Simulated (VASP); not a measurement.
# Hf2S (P6_3/mmc) in VASP: a series of runs

Runs on Hf2S. Level: PBEsol. Tasks: single point.

All numbers are computed with VASP 6.6.1; they aren't measurements. Logs are shortened: lines on timing, memory, paths and dates and some standing lists are left out, and cuts for length are marked.

**1. The cell of the first run**

The structure is hexagonal, space group P6_3/mmc (No. 194). The conventional cell has a = 3.374 Å, b = 3.374 Å, c = 11.717 Å, α = 90.00°, β = 90.00°, γ = 120.00°. Within 3.6 Å of Hf (site symmetry 3m) lie 3 S at 2.62 Å and 10 Hf at 3.05 to 3.51 Å. Within 3.5 Å of S (site symmetry -6m2) lie 6 Hf at 2.62 Å and 6 S at 3.37 Å.

**2. Single point, PBEsol**

The input, INCAR:

```
  ALGO = Normal
  EDIFF = 1E-6
  ENCUT = 520
  GGA = PS
  ISIF = 2
  ISMEAR = 1
  LASPH = True
  LCHARG = True
  LELF = True
  LREAL = False
  LVHAR = True
  LWAVE = False
  NBANDS = 35
  NELM = 60
  PREC = Accurate
  SIGMA = 0.05
```

The input, KPOINTS:

```
k-points
0
Gamma
  12 12 4
```

The input, POSCAR:

```
Hf2S
1.0
    3.3742737662      0.0000000000      0.0000000000
   -1.6871368831      2.9222068008      0.0000000000
    0.0000000000      0.0000000000     11.7174070300
Hf S
4 2
Direct
    0.6666666667      0.3333333333      0.8998116400
    0.3333333333      0.6666666667      0.3998116400
    0.6666666667      0.3333333333      0.6001883600
    0.3333333333      0.6666666667      0.1001883600
    0.0000000000      0.0000000000      0.7500000000
    0.0000000000      0.0000000000      0.2500000000
```

Potentials or basis: VASP PAW PBE potentials, release 64 (Hf_pv, S).

On the command line:

```
> cat potpaw_PBE.64/Hf_pv/POTCAR potpaw_PBE.64/S/POTCAR > POTCAR
> mpirun -np 1 vasp_std > vasp.out
```

OUTCAR:

```text
EDIFF = 1E-6
   ENCUT = 520
   GGA = PS
   ISIF = 2
   ISMEAR = 1
   LASPH = True
   LREAL = False
   NELM = 60
   PREC = Accurate

 ion  position               nearest neighbor table
   1  0.667  0.333  0.900-   5 2.62   5 2.62   5 2.62   4 3.05   4 3.05   4 3.05   3 3.51
   2  0.333  0.667  0.400-   6 2.62   6 2.62   6 2.62   3 3.05   3 3.05   3 3.05   4 3.51
   3  0.667  0.333  0.600-   5 2.62   5 2.62   5 2.62   2 3.05   2 3.05   2 3.05   1 3.51
   4  0.333  0.667  0.100-   6 2.62   6 2.62   6 2.62   1 3.05   1 3.05   1 3.05   2 3.51
   5  0.000  0.000  0.750-   1 2.62   3 2.62   1 2.62   3 2.62   1 2.62   3 2.62
   6  0.000  0.000  0.250-   2 2.62   4 2.62   2 2.62   4 2.62   2 2.62   4 2.62

  LATTYP: Found a hexagonal cell.
 ALAT       =     3.3742737662
 C/A-ratio  =     3.4725715345

  Lattice vectors:

 A1 = (   3.3742737662,   0.0000000000,   0.0000000000)
 A2 = (  -1.6871368831,   2.9222068008,   0.0000000000)
 A3 = (   0.0000000000,   0.0000000000,  11.7174070300)

Analysis of symmetry for initial positions (statically):
=====================================================================
 Subroutine PRICEL returns:
 Original cell was already a primitive cell.

 Routine SETGRP: Setting up the symmetry group for a
 hexagonal supercell.

 Subroutine GETGRP returns: Found 24 space group operations
 (whereof 12 operations were pure point group operations)
 out of a pool of 24 trial point group operations.

The static configuration has the point symmetry D_3d.
 The point group associated with its full space group is D_6h.

Analysis of symmetry for dynamics (positions and initial velocities):
=====================================================================
 Subroutine PRICEL returns:
 Original cell was already a primitive cell.

 Routine SETGRP: Setting up the symmetry group for a
 hexagonal supercell.

 Subroutine GETGRP returns: Found 24 space group operations
 (whereof 12 operations were pure point group operations)
 out of a pool of 24 trial point group operations.

The dynamic configuration has the point symmetry D_3d.
 The point group associated with its full space group is D_6h.

 Subroutine INISYM returns: Found 24 space group operations
 (whereof 12 operations are pure point group operations),
 and found     1 'primitive' translations

----------------------------------------------------------------------------------------

                                     Primitive cell

  volume of cell :     115.5375

  direct lattice vectors                    reciprocal lattice vectors
     3.374273766  0.000000000  0.000000000     0.296360067  0.171103565  0.000000000
    -1.687136883  2.922206801  0.000000000     0.000000000  0.342207129  0.000000000
     0.000000000  0.000000000 11.717407030     0.000000000  0.000000000  0.085343114

  length of vectors
     3.374273766  3.374273766 11.717407030     0.342207129  0.342207129  0.085343114

  position of ions in fractional coordinates (direct lattice)
     0.666666667  0.333333333  0.899811640
     0.333333333  0.666666667  0.399811640
     0.666666667  0.333333333  0.600188360
     0.333333333  0.666666667  0.100188360
     0.000000000  0.000000000  0.750000000
     0.000000000  0.000000000  0.250000000

  ion indices of the primitive-cell ions
   primitive index   ion index
                 1           1
                 2           2
                 3           3
                 4           4
                 5           5
                 6           6

----------------------------------------------------------------------------------------

 KPOINTS: k-points

Automatic generation of k-mesh.
 Grid dimensions read from file:
 generate k-points for:   12   12    4

 Generating k-lattice:

  Cartesian coordinates                     Fractional coordinates (reciprocal lattice)
     0.024696672  0.014258630  0.000000000     0.083333333 -0.000000000  0.000000000
     0.000000000  0.028517261  0.000000000     0.000000000  0.083333333  0.000000000
     0.000000000  0.000000000  0.021335778     0.000000000  0.000000000  0.250000000

  Length of vectors
     0.028517261  0.028517261  0.021335778

  Shift w.r.t. Gamma in fractional coordinates (k-lattice)
     0.000000000  0.000000000  0.000000000

 Subroutine IBZKPT returns following result:
 ===========================================

 Found     57 irreducible k-points:

 Following reciprocal coordinates:
            Coordinates               Weight
  0.000000  0.000000  0.000000      1.000000
  0.083333  0.000000  0.000000      6.000000
  0.166667 -0.000000  0.000000      6.000000
  0.250000 -0.000000  0.000000      6.000000
  0.333333 -0.000000  0.000000      6.000000
  0.416667 -0.000000  0.000000      6.000000
[... 16 lines left out ...]
  0.250000 -0.000000  0.250000     12.000000
  0.333333 -0.000000  0.250000     12.000000
 [... further k-points ...]
   k-points           NKPTS =     57   k-points in BZ     NKDIM =     57   number of bands    NBANDS=     35
   number of dos      NEDOS =    301   number of ions     NIONS =      6
   total plane-waves  NPLWV =  70560
   dimension x,y,z NGX =    28 NGY =   28 NGZ =   90
   dimension x,y,z NGXF=    56 NGYF=   56 NGZF=  180
   ions per type =               4   2
   NGX,Y,Z   is equivalent  to a cutoff of  13.80, 13.80, 12.77 a.u.
   NGXF,Y,Z  is equivalent  to a cutoff of  27.59, 27.59, 25.54 a.u.
 SYSTEM =  unknown system
   PREC   = accura    normal or accurate (medium, high low for compatibility)
   ISTART =      0    job   : 0-new  1-cont  2-samecut
   ICHARG =      2    charge: 1-file 2-atom 10-const
   ISPIN  =      1    spin polarized calculation?
   LNONCOLLINEAR =      F non collinear calculations
   LSORBIT =      F    spin-orbit coupling
   LASPH  =      T    aspherical Exc in radial PAW
   ENCUT  =  520.0 eV  38.22 Ry    6.18 a.u.   6.27  6.27 21.79*2*pi/ulx,y,z
   NELM   =     60;   NELMIN=  2; NELMDL= -5     # of ELM steps
   EDIFF  = 0.1E-05   stopping-criterion for ELM
   LREAL  =      F    real-space projection
   EDIFFG = 0.1E-04   stopping-criterion for IOM
   NSW    =      0    number of steps for IOM
   IBRION =     -1    ionic relax: 0-MD 1-quasi-New 2-CG
   NFREE  =      0    steps in history (QN), initial steepest desc. (CG)
   ISIF   =      2    stress and relaxation
   ISYM   =      2    0-nonsym 1-usesym 2-fastsym
   POTIM  = 0.5000    time-step for ionic-motion
   TEBEG  =    0.0;   TEEND  =   0.0 temperature during run
   PSTRESS=    0.0 pullay stress
   NELECT =      52.0000    total number of electrons
   NUPDOWN=      -1.0000    fix difference up-down
   EMIN   =  10.00;   EMAX   =-10.00  energy-range for DOS
   EFERMI =   0.00;   METHOD = LEGACY
   ISMEAR =     1;   SIGMA  =   0.05  broadening in eV -4-tet -1-fermi 0-gaus
   EFERMI_NEDOS =   21; number of points for ismear=-14 and -15
   IALGO  =     38    algorithm
   IMIX   =      4    mixing-type and parameters
     AMIX     =   0.40;   BMIX     =  1.00
     AMIX_MAG =   1.60;   BMIX_MAG =  1.00
  volume/ion in A,a.u.               =      19.26       129.95
  Fermi-wavevector in a.u.,A,eV,Ry     =   1.254590  2.370831 21.415503  1.573995
  Thomas-Fermi vector in A             =   2.388387
   LORBIT       =      0    0 simple, 1 ext, 2 COOP (PROOUT), +10 PAW based schemes
   GGA     = PS    functional components
   LHFCALC =     F    Hartree Fock is set to
   AEXX    =    0.0000 exact exchange contribution
   IVDW    =     0    specifies the selected vdW correction
   LEPSILON=     F    determine dielectric tensor
   LRPA    =     F    only Hartree local field effects (RPA)
 non-spin polarized calculation
 Methfessel and Paxton  Order N= 1 SIGMA  =   0.05
  energy-cutoff  :      520.00
  volume of cell :      115.54
 maximum number of plane-waves:      3142
 NGX is ok and might be reduce to    28
   NGX = 13   NGY = 13   NGZ = 43

 number of electron      52.0000002 magnetization

 Free energy of the ion-electron system (eV)
  ---------------------------------------------------
  ext. energy  EPLUGINS =         0.00000000
  ---------------------------------------------------
  free energy    TOTEN  =       -57.41749642 eV

  energy without entropy =      -57.41707006  energy(sigma->0) =      -57.41735430

 E-fermi :   6.3094     XC(G=0): -11.5091

 val. band max:        6.3088419679   @ k =   0.0833   0.0833   0.0000
 cond. band min:       6.3320174944   @ k =   0.0833   0.0833   0.2500
 fundamental gap:      0.0231755265
 Fermi energy:         6.3093525953

 k-point     1 :       0.0000    0.0000    0.0000
  band No.  band energies     occupation
      1     -24.9623      2.00000
      2     -24.8452      2.00000
      3     -24.5052      2.00000
      4     -24.4291      2.00000
      5     -24.4291      2.00000
      6     -24.4199      2.00000
[... 27 lines left out ...]
     34       8.8773      0.00000
     35       9.0788      0.00000

 k-point     2 :       0.0833    0.0000    0.0000
  band No.  band energies     occupation
      1     -24.9524      2.00000
      2     -24.8378      2.00000
      3     -24.5369      2.00000
      4     -24.4665      2.00000
      5     -24.4372      2.00000
      6     -24.4278      2.00000
[... 27 lines left out ...]
     34       8.7518      0.00000
     35       8.9326      0.00000

 k-point     3 :       0.1667   -0.0000    0.0000
  band No.  band energies     occupation
      1     -24.9257      2.00000
      2     -24.8185      2.00000
      3     -24.6087      2.00000
      4     -24.5506      2.00000
      5     -24.4587      2.00000
      6     -24.4490      2.00000
[... 27 lines left out ...]
     34       8.8238      0.00000
     35       8.8594      0.00000
[... 723 lines left out ...]
 k-point    23 :       0.2500   -0.0000    0.2500
  band No.  band energies     occupation
      1     -24.8814      2.00000
      2     -24.8169      2.00000
      3     -24.6857      2.00000
      4     -24.6525      2.00000
      5     -24.4944      2.00000
      6     -24.4855      2.00000
[... 27 lines left out ...]
     34       8.9843      0.00000
     35       9.1836      0.00000

 k-point    24 :       0.3333   -0.0000    0.2500
  band No.  band energies     occupation
      1     -24.8604      2.00000
      2     -24.8105      2.00000
      3     -24.7694      2.00000
      4     -24.7412      2.00000
      5     -24.5481      2.00000
      6     -24.5135      2.00000
[... 27 lines left out ...]
     34       9.3304      0.00000
     35       9.7610      0.00000

 [... further k-points ...]
[... 5 lines left out ...]
  --------------------------------------------------------------------------------------
  -------------------------------------------------------------------------------------
  Total       -2.4439638     -2.4439638     -2.2593089      0.0000000      0.0000000     -0.0000000
  in kB      -33.8908593    -33.8908593    -31.3302177      0.0000000      0.0000000     -0.0000000
  external PRESSURE =     -33.0373121 kB  Pullay stress =       0.0000000 kB

 VOLUME and BASIS-vectors are now :
 -----------------------------------------------------------------------------
  energy-cutoff  :      520.00
  volume of cell :      115.54
      direct lattice vectors                 reciprocal lattice vectors
     3.374273766  0.000000000  0.000000000     0.296360067  0.171103565  0.000000000
    -1.687136883  2.922206801  0.000000000     0.000000000  0.342207129  0.000000000
     0.000000000  0.000000000 11.717407030     0.000000000  0.000000000  0.085343114

 POSITION                                       TOTAL-FORCE (eV/Angst)
 -----------------------------------------------------------------------------------
      1.68714      0.97407     10.54346        -0.000000      0.000000     -0.224993
     -0.00000      1.94814      4.68476         0.000000      0.000000     -0.224993
      1.68714      0.97407      7.03265        -0.000000     -0.000000      0.224993
     -0.00000      1.94814      1.17395         0.000000     -0.000000      0.224993
      0.00000      0.00000      8.78806         0.000000     -0.000000      0.000000
      0.00000      0.00000      2.92935        -0.000000      0.000000      0.000000
 -----------------------------------------------------------------------------------
    total drift:                                0.000000      0.000000     -0.000000

  FREE ENERGIE OF THE ION-ELECTRON SYSTEM (eV)
  ---------------------------------------------------
  free  energy   TOTEN  =       -57.4174964172 eV

  energy  without entropy=      -57.4170700594  energy(sigma->0) =      -57.41735430
```

Wall time 6.4 min (1 thread of Intel Xeon 8259CL, shared host); peak memory 0.37 GiB.

Results:

* Free energy: -57.4175 eV
* Pressure: -3.3 GPa
* Largest force: 0.225 eV/Å
* Band gap on the k mesh: zero (bands 26 and 27 overlap by 0.92 eV)

Forces on the atoms (eV/Å):
```
Hf   0.000  0.000 -0.225
Hf   0.000  0.000 -0.225
Hf   0.000  0.000  0.225
Hf   0.000  0.000  0.225
S    0.000  0.000  0.000
S    0.000  0.000  0.000
```

Levels at points of the mesh, in eV from the Fermi level:
| k point | band 23 | band 24 | band 25 | band 26 | band 27 | band 28 | band 29 | band 30 |
| --- | --- | --- | --- | --- | --- | --- | --- | --- |
| (0.00, 0.00, 0.00) | -1.58 | -0.17 | -0.07 | 0.41 | 0.41 | 0.51 | 0.51 | 0.77 |
| (0.50, 0.00, 0.00) | -1.82 | -1.35 | -1.24 | -0.78 | -0.51 | 0.80 | 1.02 | 2.45 |
| (0.00, 0.00, 0.50) | -1.19 | -1.19 | 0.35 | 0.35 | 0.35 | 0.35 | 1.37 | 1.37 |
| (0.50, 0.00, 0.50) | -1.78 | -1.78 | -1.04 | -1.04 | 0.32 | 0.32 | 1.35 | 1.35 |

Caveat: the cell stands under tension; the PAW data sets were made with another functional, which shifts forces and pressure a little; spin-orbit coupling is left out, which moves the levels of the heavy elements.

**3. Single point, PBEsol**

The input, INCAR:

```
PREC = Accurate
ENCUT = 520
EDIFF = 1E-6
ISMEAR = 1
SIGMA = 0.3
LREAL = F
LASPH = T
NELM = 100
ALGO = Normal
ISIF = 2
LWAVE = F
LCHARG = F
GGA = PS
NBANDS = 35
```

The input, KPOINTS:

```
regular mesh
0
Gamma
  12 12 4
```

POSCAR is that of step 2.

Potentials or basis: VASP PAW PBE potentials, release 64 (Hf_pv, S).

On the command line:

```
> cat potpaw_PBE.64/Hf_pv/POTCAR potpaw_PBE.64/S/POTCAR > POTCAR
> mpirun -np 1 vasp_std > vasp.out
```

It took 6.1 min on 1 thread of Intel Xeon 8259CL, shared host; peak memory 0.37 GiB.

The run converged. Its results:

| Property | Result |
| --- | --- |
| Free energy | -57.4202 eV |
| Pressure | -3.3 GPa |
| Largest force | 0.194 eV/Å |
| Band gap on the k mesh | zero (bands 26 and 27 overlap by 0.92 eV) |

Forces on the atoms (eV/Å):
```
Hf   0.000  0.000 -0.194
Hf   0.000  0.000 -0.194
Hf   0.000  0.000  0.194
Hf   0.000  0.000  0.194
S    0.000  0.000  0.000
S    0.000  0.000  0.000
```

Stress tensor (GPa, compression positive):
```
-3.48  0.00  0.00
 0.00 -3.48  0.00
 0.00  0.00 -2.95
```

Levels at points of the mesh, in eV from the Fermi level:
```tsv
k point	band 23	band 24	band 25	band 26	band 27	band 28	band 29	band 30
(0.00, 0.00, 0.00)	-1.57	-0.16	-0.06	0.42	0.42	0.51	0.51	0.78
(0.50, 0.00, 0.00)	-1.82	-1.34	-1.23	-0.78	-0.50	0.80	1.03	2.46
(0.00, 0.00, 0.50)	-1.18	-1.18	0.36	0.36	0.36	0.36	1.38	1.38
(0.50, 0.00, 0.50)	-1.78	-1.78	-1.03	-1.03	0.32	0.32	1.36	1.36
```

Caveat: the cell stands under tension; so wide a smearing shifts energies and pressures; the PAW data sets were made with another functional, which shifts forces and pressure a little; spin-orbit coupling is left out, which moves the levels of the heavy elements.
